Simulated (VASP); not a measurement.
## AlP (l.bA): single point with LDA

Crystal: AlP (l.bA).

```
CELL_PARAMETERS angstrom
0.00000 2.71685 2.71685
2.71685 0.00000 2.71685
2.71685 2.71685 0.00000
ATOMIC_POSITIONS crystal
Al 0.00000 0.00000 0.00000
P 0.25000 0.25000 0.25000
```

```json
{
  "Program": "VASP 6.6.1",
  "Task": "single point",
  "Functional": "LDA",
  "Potentials or basis": "VASP PAW LDA potentials, release 64 (Al, P)",
  "Cutoff": "500 eV",
  "k mesh": "10 × 10 × 10",
  "Occupations": "gaussian, width 0.02 eV",
  "Spin": "no spin polarisation",
  "Dipole correction": "no",
  "Further INCAR settings": "ALGO = Normal; EDIFF = 1e-06; NBANDS = 11"
}
```

```yaml
Pressure: 0.1 GPa
Band_gap_on_the_k_mesh: 1.41 eV, indirect (least direct gap 3.24 eV)
```

Levels at points of the mesh, in eV from the valence-band top:
```csv
k point,band 1,band 2,band 3,band 4,band 5,band 6,band 7,band 8
"(0.00, 0.00, 0.00)",-11.59,0.00,0.00,0.00,3.24,4.49,4.49,4.49
"(0.50, 0.00, 0.00)",-9.86,-5.65,-0.78,-0.78,2.72,4.74,4.74,8.11
"(0.50, 0.50, 0.00)",-9.17,-5.40,-2.15,-2.15,1.41,2.33,11.01,11.01
```

Wall time 27 s on 1 thread of Intel Xeon 8259CL, on a shared host, peak memory 0.14 GiB.

A k mesh can miss the band edges.
